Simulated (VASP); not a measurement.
**MoS2: single point with LDA**

System: MoS2, a slab with vacuum.

```
CELL_PARAMETERS angstrom
3.18372 0.00000 0.00000
-1.59186 2.75718 0.00000
0.00000 0.00000 34.47924
ATOMIC_POSITIONS crystal
Mo 0.33333 0.66667 0.09356
Mo 0.33333 0.66667 0.72090
Mo 0.66667 0.33333 0.27910
Mo 0.66667 0.33333 0.90644
S 0.66667 0.33333 0.04855
S 0.66667 0.33333 0.67591
S 0.33333 0.66667 0.23409
S 0.33333 0.66667 0.86143
S 0.66667 0.33333 0.13857
S 0.66667 0.33333 0.76591
S 0.33333 0.66667 0.32409
S 0.33333 0.66667 0.95145
```

```json
{
 "Program": "VASP 6.6.1",
 "Task": "single point",
 "Functional": "LDA",
 "Potentials or basis": "VASP PAW LDA potentials, release 64 (Mo_sv, S)",
 "Cutoff": "520 eV",
 "k mesh": "10 × 10 × 1",
 "Occupations": "fermi-dirac, width 0.05 eV",
 "Spin": "no spin polarisation"
}
```

```
Largest force          : 0.377 eV/Å
Band gap on the k mesh : 1.19 eV (least direct gap 1.87 eV)
```

Forces on the atoms (eV/Å):
```
Mo   0.000  0.000 -0.001
Mo   0.000  0.000 -0.004
Mo   0.000  0.000  0.004
Mo   0.000  0.000  0.001
S    0.000  0.000  0.291
S    0.000  0.000  0.377
S    0.000  0.000  0.286
S    0.000  0.000  0.292
S    0.000  0.000 -0.292
S    0.000  0.000 -0.286
S    0.000  0.000 -0.377
S    0.000  0.000 -0.291
```

Levels at points of the mesh, in eV from the valence-band top:
```tsv
k point	band 48	band 49	band 50	band 51	band 52	band 53	band 54	band 55	band 56	band 57
(0.00, 0.00, 0.00)	-1.56	-0.79	-0.46	-0.16	0.00	2.22	2.22	2.23	2.23	2.23
(0.50, 0.00, 0.00)	-1.47	-1.20	-1.18	-1.15	-1.14	1.68	1.69	1.70	1.71	2.13
```

It took 12 min on 1 thread of AMD EPYC 7R13, on a shared host, peak memory 0.38 GiB.

Caveat: there is no dipole correction, which matters where the two faces differ.
